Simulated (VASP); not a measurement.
The system is Mg2S3.

```
Mg S
1.0
     4.17720    0.00000    0.00000
    -2.08860    3.61756    0.00000
     0.00000    0.00000    6.49904
Mg S
2 3
Cartesian
  0.0000 2.4117 1.5923
  2.0886 1.2059 4.9068
  0.0000 0.0000 0.0000
  0.0000 2.4117 4.1919
  2.0886 1.2059 2.3072
```

```yaml
Program: VASP 6.6.1
Task: relaxation of cell and atoms
Functional: PBE
Potentials_or_basis: VASP PAW PBE potentials, release 64 (Mg_sv, S)
Cutoff: 750 eV
k_mesh: 6 × 6 × 4
Occupations: gaussian, width 0.1 eV
Spin: no spin polarisation
```

At the start: pressure 0.8 GPa; volume 19.64 Å³/atom.

Problem. Where does the relaxation end?

Solution. Over 14 steps the energy falls by 68.7 meV/atom and the volume is 19.60 Å³/atom (-0.2 %); space group P-3m1 (No. 164, to 0.1 Å) before and after.

Step by step:
```csv
step,energy change (eV),largest force (eV/Å),pressure (GPa),volume (Å³)
1,0.0000,0.6613,0.76,98.21
2,-0.0766,0.4124,-0.29,99.53
3,-0.1469,0.1149,-2.03,103.30
4,-0.1896,0.4025,0.97,98.98
5,-0.1901,0.3688,0.66,99.37
6,-0.2308,0.3727,0.83,99.07
7,-0.3108,0.3603,1.31,97.86
8,-0.3007,0.1471,-2.48,102.94
9,-0.3286,0.1504,-0.49,100.06
10,-0.3365,0.0946,-0.33,99.15
11,-0.3407,0.0666,-0.08,97.94
12,-0.3427,0.0410,0.31,97.33
13,-0.3427,0.0398,0.29,97.35
14,-0.3433,0.0370,-0.19,98.02
```

Final structure:
```
CELL_PARAMETERS angstrom
3.85859 0.00000 0.00000
-1.92929 3.34163 0.00000
0.00000 0.00000 7.60228
ATOMIC_POSITIONS crystal
Mg 0.33333 0.66667 0.20541
Mg 0.66667 0.33333 0.79459
S 0.00000 0.00000 0.00000
S 0.33333 0.66667 0.64722
S 0.66667 0.33333 0.35278
```

Caveat: a cell axis changed by over 15 % at a fixed basis, so the end point is rough.
